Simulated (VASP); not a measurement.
# Si31C32 (a cell with a defect) in VASP: single point with PBEsol

Aim: the single point of Si31C32 (a cell with a defect) with PBEsol.

Everything below comes from runs of VASP 6.6.1. Logs are shortened: lines on timing, memory, paths and dates and some standing lists are left out, and cuts for length are marked.

### Step 1. The cell of the first run

The cell holds a defect, 63 atoms: a = 8.714 Å, b = 8.714 Å, c = 8.714 Å, α = 90.00°, β = 90.00°, γ = 90.00°.

### Step 2. Single point, PBEsol, collinear spin

Contents of INCAR:

```
SYSTEM = Si31C32
ALGO     = Normal         ! electronic algorithm
EDIFF    = 1E-7           ! SCF threshold, eV
ENCUT    = 520            ! plane-wave cutoff, eV
GGA      = PS             ! functional
ISIF     = 2              ! what is computed and relaxed
ISMEAR   = -1             ! smearing method
ISPIN    = 2              ! spin polarisation
ISYM     = 0            
LASPH    = .TRUE.         ! aspherical terms in the spheres
LCHARG   = .TRUE.         ! write CHGCAR
LELF     = .TRUE.         ! ELF
LORBIT   = 11             ! projections on sites
LREAL    = Auto         
LVHAR    = .TRUE.       
LWAVE    = .FALSE.        ! write WAVECAR
MAGMOM   = 0 0 0 0 0 0 0 0 0 0 0 0 0 0 0 0 0 0 0 0 0 0 0 0 0 0 0 0 0 0 0 0 0 0 0 0 0 0 0.5 0 0.5 0 0 0 0 0 0 0 0 0.5 0 0 0 0 0 0 0 0 0 0.5 0 0 0 ! initial moments
NBANDS   = 167            ! bands
NELECT   = 250.0        
NELM     = 150            ! most SCF steps
PREC     = Accurate       ! precision mode
SIGMA    = 0.05           ! smearing width, eV
```

Contents of KPOINTS:

```
Automatic mesh
0
Gamma
  1 1 1
  0.25 0.25 0.25
```

Contents of POSCAR:

```
Si31C32
1.0
    8.7137060000      0.0000000000      0.0000000000
    0.0000000000      8.7137060000      0.0000000000
    0.0000000000      0.0000000000      8.7137060000
Si C
31 32
Direct
    0.0001280000      0.9997530000      0.0003220000
    0.9997710000      0.9994000000      0.5006220000
    0.9997900000      0.5000540000      0.9999800000
    0.0005270000      0.4995700000      0.5001530000
    0.5004230000      0.9993940000      0.0000070000
    0.4999570000      0.0001310000      0.5001440000
    0.4999520000      0.4995790000      0.0007040000
    0.2498770000      0.2495040000      0.0003400000
    0.2488690000      0.2484950000      0.4971860000
    0.2489610000      0.7495450000      0.0006520000
    0.2496330000      0.7500900000      0.5043660000
    0.7499390000      0.2485890000      0.0006410000
    0.7504370000      0.2492610000      0.5043720000
    0.7503180000      0.7499520000      0.0001560000
    0.7526110000      0.7522070000      0.4942040000
    0.2498790000      0.9997580000      0.2500820000
    0.2489540000      0.0000810000      0.7501300000
    0.2488940000      0.4966150000      0.2490830000
    0.2496380000      0.5038200000      0.7506330000
    0.7499380000      0.0000800000      0.2491640000
    0.7503190000      0.9995900000      0.7505040000
    0.7504680000      0.5038010000      0.2498170000
    0.7525910000      0.4937070000      0.7528190000
    0.0001560000      0.2495040000      0.2500660000
    0.0004460000      0.2486120000      0.7501350000
    0.0004550000      0.7495750000      0.2491660000
    0.9999660000      0.7499430000      0.7505170000
    0.4969680000      0.2485040000      0.2490700000
    0.5041730000      0.2492390000      0.7506800000
    0.5041930000      0.7500670000      0.2498250000
    0.4940430000      0.7522280000      0.7527790000
    0.1251180000      0.1247340000      0.1252960000
    0.1241830000      0.1238410000      0.6255510000
    0.1242040000      0.6249930000      0.1243930000
    0.1243000000      0.6253000000      0.6258560000
    0.6253710000      0.1238390000      0.1243900000
    0.6256530000      0.1239290000      0.6258370000
    0.6256660000      0.6252820000      0.1244850000
    0.6451260000      0.6447730000      0.6452920000
    0.3750290000      0.3746510000      0.1245450000
    0.3618640000      0.3614790000      0.6390970000
    0.3738930000      0.8750960000      0.1247610000
    0.3749090000      0.8760690000      0.6256730000
    0.8754840000      0.3735140000      0.1247520000
    0.8764190000      0.3745670000      0.6256670000
    0.8752770000      0.8749130000      0.1250380000
    0.8753070000      0.8749330000      0.6269760000
    0.3750040000      0.1239900000      0.3751980000
    0.3738790000      0.1241780000      0.8756930000
    0.3618930000      0.6385080000      0.3620840000
    0.3749270000      0.6251270000      0.8766210000
    0.8754790000      0.1241930000      0.3740780000
    0.8752860000      0.1244840000      0.8754770000
    0.8764430000      0.6251200000      0.3750890000
    0.8753290000      0.6264310000      0.8755160000
    0.1243940000      0.3746500000      0.3751920000
    0.1245780000      0.3735230000      0.8756650000
    0.1245540000      0.8751290000      0.3740860000
    0.1248570000      0.8749160000      0.8754820000
    0.6388640000      0.3615030000      0.3620530000
    0.6254880000      0.3745440000      0.8766200000
    0.6255070000      0.8760490000      0.3750790000
    0.6267880000      0.8749560000      0.8754990000
```

Potentials or basis: VASP PAW PBE potentials, release 64 (Si, C).

On the command line:

```
$ cat potpaw_PBE.64/Si/POTCAR potpaw_PBE.64/C/POTCAR > POTCAR
$ mpirun -np 1 vasp_std > vasp.out
```

OUTCAR:

```text
SYSTEM = Si31C32
   EDIFF = 1E-7
   ENCUT = 520
   GGA = PS
   ISIF = 2
   ISMEAR = -1
   ISPIN = 2
   ISYM = 0
   LASPH = .TRUE.
   LORBIT = 11
   LREAL = Auto
   NELECT = 250.0
   NELM = 150
   PREC = Accurate

 ion  position               nearest neighbor table
   1  0.000  1.000  0.000-  59 1.88  46 1.88  53 1.88  32 1.89  17 3.07  26 3.07  12 3.07  20 3.07
                            10 3.07  25 3.07  24 3.08   8 3.08  16 3.08  14 3.08  27 3.08  21 3.08
   2  1.000  0.999  0.501-  33 1.88  47 1.89  58 1.89  52 1.89  15 3.05   9 3.07  17 3.07  25 3.07
                            11 3.08  13 3.08  21 3.08  27 3.08  16 3.08  24 3.08  26 3.09  20 3.09
   3  1.000  0.500  1.000-  34 1.88  55 1.89  44 1.89  57 1.89  23 3.05  18 3.07  10 3.07  26 3.07
                            22 3.08  19 3.08  27 3.08  14 3.08  24 3.08   8 3.08  25 3.09  12 3.09
   4  0.001  0.500  0.500-  56 1.88  45 1.88  54 1.89  35 1.89   9 3.08  18 3.08  19 3.08  11 3.08
                            24 3.08  22 3.08  13 3.08  15 3.08  23 3.09  27 3.09  25 3.09  26 3.09
   5  0.500  0.999  0.000-  36 1.88  63 1.89  42 1.89  49 1.89  31 3.05  28 3.07  20 3.07  12 3.07
                            30 3.08  29 3.08  14 3.08  21 3.08  16 3.08   8 3.08  10 3.09  17 3.09
   6  0.500  0.000  0.500-  48 1.88  43 1.88  62 1.89  37 1.89  28 3.08   9 3.08  13 3.08  29 3.08
                            16 3.08  11 3.08  30 3.08  31 3.08  15 3.08  21 3.09  20 3.09  17 3.09
   7  0.500  0.500  0.001-  40 1.88  61 1.88  51 1.88  38 1.89  18 3.08  28 3.08  30 3.08  22 3.08
                             8 3.08  29 3.08  19 3.08  23 3.08  31 3.08  14 3.09  10 3.09  12 3.09
   8  0.250  0.250  0.000-  49 1.88  57 1.88  32 1.88  40 1.88  28 3.06  18 3.06  24 3.08  16 3.08
                             1 3.08  17 3.08  25 3.08   7 3.08   3 3.08   5 3.08  29 3.11  19 3.11
   9  0.249  0.248  0.497-  41 1.86  56 1.87  48 1.87  33 1.90  24 3.06  16 3.06  28 3.06  18 3.06
[... 63 lines left out ...]
  50  0.362  0.639  0.362-  30 1.85  11 1.85  18 1.86
  51  0.375  0.625  0.877-  31 1.86  19 1.87  10 1.88   7 1.88
  52  0.875  0.124  0.374-  24 1.88  20 1.88   2 1.89  13 1.91
  53  0.875  0.124  0.875-   1 1.88  12 1.88  25 1.88  21 1.89
  54  0.876  0.625  0.375-  15 1.86  22 1.87  26 1.88   4 1.89
  55  0.875  0.626  0.876-  27 1.88  14 1.88   3 1.89  23 1.90
  56  0.124  0.375  0.375-  18 1.87   9 1.87   4 1.88  24 1.88
  57  0.125  0.374  0.876-   8 1.88  25 1.88   3 1.89  19 1.91
  58  0.125  0.875  0.374-  16 1.88  26 1.88   2 1.89  11 1.91
  59  0.125  0.875  0.875-   1 1.88  17 1.88  10 1.88  27 1.89
  60  0.639  0.362  0.362-  22 1.85  13 1.85  28 1.86
  61  0.625  0.375  0.877-  23 1.86  29 1.87  12 1.88   7 1.88
  62  0.626  0.876  0.375-  15 1.86  30 1.87  20 1.88   6 1.89
  63  0.627  0.875  0.875-  21 1.88  14 1.88   5 1.89  31 1.90

IMPORTANT INFORMATION: All symmetrisations will be switched off!
NOSYMM: (Re-)initialisation of all symmetry stuff for point group C_1.

----------------------------------------------------------------------------------------

                                     Primitive cell

  volume of cell :     661.6201

  direct lattice vectors                    reciprocal lattice vectors
     8.713706000  0.000000000  0.000000000     0.114761733  0.000000000  0.000000000
     0.000000000  8.713706000  0.000000000     0.000000000  0.114761733  0.000000000
     0.000000000  0.000000000  8.713706000     0.000000000  0.000000000  0.114761733

  length of vectors
     8.713706000  8.713706000  8.713706000     0.114761733  0.114761733  0.114761733

  position of ions in fractional coordinates (direct lattice)
     0.000128000  0.999753000  0.000322000
     0.999771000  0.999400000  0.500622000
     0.999790000  0.500054000  0.999980000
     0.000527000  0.499570000  0.500153000
     0.500423000  0.999394000  0.000007000
     0.499957000  0.000131000  0.500144000
[... 55 lines left out ...]
     0.625507000  0.876049000  0.375079000
     0.626788000  0.874956000  0.875499000

  ion indices of the primitive-cell ions
   primitive index   ion index
                 1           1
                 2           2
                 3           3
                 4           4
                 5           5
                 6           6
[... 55 lines left out ...]
                62          62
                63          63

[... 62 lines left out ...]
   NUPDOWN=      -1.0000    fix difference up-down
   EMIN   =  10.00;   EMAX   =-10.00  energy-range for DOS
   EFERMI =   0.00;   METHOD = LEGACY
   ISMEAR =    -1;   SIGMA  =   0.05  broadening in eV -4-tet -1-fermi 0-gaus
   EFERMI_NEDOS =   21; number of points for ismear=-14 and -15
   IALGO  =     38    algorithm
   IMIX   =      4    mixing-type and parameters
     AMIX     =   0.40;   BMIX     =  1.00
     AMIX_MAG =   1.60;   BMIX_MAG =  1.00
  volume/ion in A,a.u.               =      10.50        70.87
  Fermi-wavevector in a.u.,A,eV,Ry     =   1.183546  2.236578 19.058795  1.400782
  Thomas-Fermi vector in A             =   2.319779
   LORBIT       =     11    0 simple, 1 ext, 2 COOP (PROOUT), +10 PAW based schemes
   GGA     = PS    functional components
   LHFCALC =     F    Hartree Fock is set to
   AEXX    =    0.0000 exact exchange contribution
   IVDW    =     0    specifies the selected vdW correction
   LEPSILON=     F    determine dielectric tensor
   LRPA    =     F    only Hartree local field effects (RPA)
 spin polarized calculation
  energy-cutoff  :      520.00
  volume of cell :      661.62
 maximum number of plane-waves:     17779
 NGX is ok and might be reduce to    70
   NGX = 33   NGY = 33   NGZ = 33

 number of electron     249.9999970 magnetization       0.0000066

 number of electron     249.9999970 magnetization      -0.0000082

 Free energy of the ion-electron system (eV)
  ---------------------------------------------------
  ext. energy  EPLUGINS =         0.00000000
  ---------------------------------------------------
  free energy    TOTEN  =      -511.27004229 eV

  energy without entropy =     -511.24744573  energy(sigma->0) =     -511.25874401

 E-fermi :   7.6078     XC(G=0): -11.3626

 val. band max:        7.3915936618   @ k =  -0.2500  -0.2500   0.2500
 cond. band min:       7.7844960765   @ k =   0.2500  -0.2500   0.2500
 fundamental gap:      0.3929024148
 Fermi energy:         7.6078333536

 spin component 1

 k-point     1 :       0.2500    0.2500    0.2500
  band No.  band energies     occupation
      1      -7.3392      1.00000
      2      -6.5924      1.00000
      3      -6.5922      1.00000
      4      -6.4292      1.00000
      5      -5.8286      1.00000
      6      -5.8284      1.00000
[... 549 lines left out ...]
    136      12.0067      0.00000
    137      12.0504      0.00000
 Fermi energy:         7.6078333536

 spin component 2

 k-point     1 :       0.2500    0.2500    0.2500
  band No.  band energies     occupation
      1      -7.3392      1.00000
      2      -6.5924      1.00000
      3      -6.5922      1.00000
      4      -6.4292      1.00000
      5      -5.8286      1.00000
      6      -5.8284      1.00000
[... 549 lines left out ...]
    136      12.0067      0.00000
    137      12.0504      0.00000
 [bands above 137 left out]

------------------------ aborting loop because EDIFF is reached ----------------------------------------

  FORCE on cell =-STRESS in cart. coord.  units (eV):
  Direction    XX          YY          ZZ          XY          YZ          ZX
  --------------------------------------------------------------------------------------
  -------------------------------------------------------------------------------------
  Total      -16.7102943    -16.7241262    -16.7038195      0.3778761      0.3525733      0.3370016
  in kB      -40.4655989    -40.4990941    -40.4499196      0.9150637      0.8537904      0.8160820
  external PRESSURE =     -40.4715375 kB  Pullay stress =       0.0000000 kB

 VOLUME and BASIS-vectors are now :
 -----------------------------------------------------------------------------
  energy-cutoff  :      520.00
  volume of cell :      661.62
      direct lattice vectors                 reciprocal lattice vectors
     8.713706000  0.000000000  0.000000000     0.114761733  0.000000000  0.000000000
     0.000000000  8.713706000  0.000000000     0.000000000  0.114761733  0.000000000
     0.000000000  0.000000000  8.713706000     0.000000000  0.000000000  0.114761733

 POSITION                                       TOTAL-FORCE (eV/Angst)
 -----------------------------------------------------------------------------------
      0.00112      8.71155      0.00281         0.016011      0.016998      0.015168
      8.71171      8.70848      4.36227        -0.015312     -0.010523     -0.116955
      8.71188      4.35732      8.71353        -0.014757     -0.114630     -0.016712
      0.00459      4.35311      4.35819        -0.023961      0.064610      0.056347
      4.36054      8.70843      0.00006        -0.115346     -0.012340     -0.020747
      4.35648      0.00114      4.35811         0.060783     -0.021888      0.056239
[... 55 lines left out ...]
      5.45048      7.63363      3.26833        -0.056332      0.002742     -0.097987
      5.46165      7.62411      7.62884        -0.106247      0.109226      0.117165
 -----------------------------------------------------------------------------------
    total drift:                               -0.004036     -0.005689      0.000307

  FREE ENERGIE OF THE ION-ELECTRON SYSTEM (eV)
  ---------------------------------------------------
  free  energy   TOTEN  =      -511.2700422857 eV

  energy  without entropy=     -511.2474457335  energy(sigma->0) =     -511.25874401

 total charge

# of ion       s       p       d       tot
------------------------------------------
    1        0.706   0.970   0.000   1.675
    2        0.710   0.963   0.000   1.673
    3        0.710   0.963   0.000   1.673
    4        0.705   0.967   0.000   1.671
    5        0.710   0.963   0.000   1.673
    6        0.705   0.967   0.000   1.671
[... 55 lines left out ...]
   62        0.834   1.703   0.000   2.536
   63        0.839   1.678   0.000   2.517
--------------------------------------------------
tot         48.850  83.505   0.000 132.355

 magnetization (x)

# of ion       s       p       d       tot
------------------------------------------
    1       -0.000  -0.000   0.000  -0.000
    2        0.000   0.000   0.000   0.000
    3        0.000   0.000   0.000   0.000
    4        0.000   0.000   0.000   0.000
    5        0.000   0.000   0.000   0.000
    6        0.000   0.000   0.000   0.000
[... 55 lines left out ...]
   62        0.000  -0.000   0.000  -0.000
   63       -0.000  -0.000   0.000  -0.000
--------------------------------------------------
tot          0.000  -0.000   0.000   0.000
```

Run time: 53 min. Hardware: 1 thread of Intel Xeon Platinum 8259CL at 2.50GHz (Skylake/Cascade Lake), shared host; peak memory 1.2 GiB.

Results:

- Free energy: -511.2700 eV
- Largest force: 0.396 eV/Å
- Net moment: 0.00 μB per cell
- Valence electrons inside the program's atomic spheres: Si 1.68, 1.67, 1.69 (each value once); C 2.52, 2.54, 2.39, 2.53, 2.40, 2.51 (each value once)

Forces in eV/Å, atoms in the order of the input:
```
Si   0.016  0.017  0.015
Si  -0.015 -0.011 -0.117
Si  -0.015 -0.115 -0.017
Si  -0.024  0.065  0.056
Si  -0.115 -0.012 -0.021
Si   0.061 -0.022  0.056
Si   0.062  0.063 -0.025
Si   0.018  0.019 -0.031
Si   0.094  0.096 -0.179
Si   0.107  0.101 -0.008
Si  -0.045  0.122  0.041
Si   0.098  0.106 -0.004
Si   0.123 -0.042  0.039
Si   0.030  0.031 -0.003
Si  -0.099 -0.094  0.372
Si   0.018 -0.026  0.015
Si   0.105 -0.004  0.097
Si   0.096 -0.176  0.091
Si  -0.044  0.040  0.124
Si   0.098 -0.004  0.102
Si   0.031  0.000  0.030
Si   0.120  0.041 -0.045
Si  -0.095  0.366 -0.103
Si  -0.030  0.018  0.018
Si  -0.006  0.104  0.096
Si  -0.005  0.097  0.102
Si  -0.002  0.034  0.030
Si  -0.176  0.095  0.093
Si   0.041 -0.043  0.118
Si   0.041  0.121 -0.045
Si   0.369 -0.095 -0.097
C   -0.020 -0.022 -0.018
C    0.022  0.015  0.086
C    0.023  0.079  0.025
C   -0.024 -0.053 -0.053
C    0.080  0.018  0.026
C   -0.051 -0.027 -0.047
C   -0.051 -0.052 -0.022
C   -0.195 -0.193 -0.191
C   -0.035 -0.033  0.015
C   -0.104 -0.108 -0.039
C    0.007 -0.069  0.023
C   -0.102  0.001 -0.053
C   -0.064  0.004  0.022
C    0.001 -0.103 -0.049
C   -0.023 -0.025 -0.012
C    0.116  0.111 -0.107
C   -0.031  0.016 -0.030
C    0.006  0.018 -0.066
C   -0.107 -0.042 -0.106
C   -0.107 -0.050 -0.001
C   -0.069  0.021  0.004
C   -0.026 -0.010 -0.031
C    0.001 -0.053 -0.104
C    0.112 -0.111  0.115
C    0.010 -0.033 -0.026
C    0.019  0.005 -0.062
C    0.021 -0.072  0.006
C   -0.015 -0.026 -0.024
C   -0.036 -0.108 -0.103
C   -0.052 -0.103  0.002
C   -0.056  0.003 -0.098
C   -0.106  0.109  0.117
```

Caveat: the cell carries a net charge on a neutralising background, which shifts energy and pressure; the cell is charged against a uniform background, so pressure and absolute levels hang on convention; the PAW data sets were made with another functional, which shifts forces and pressure a little.
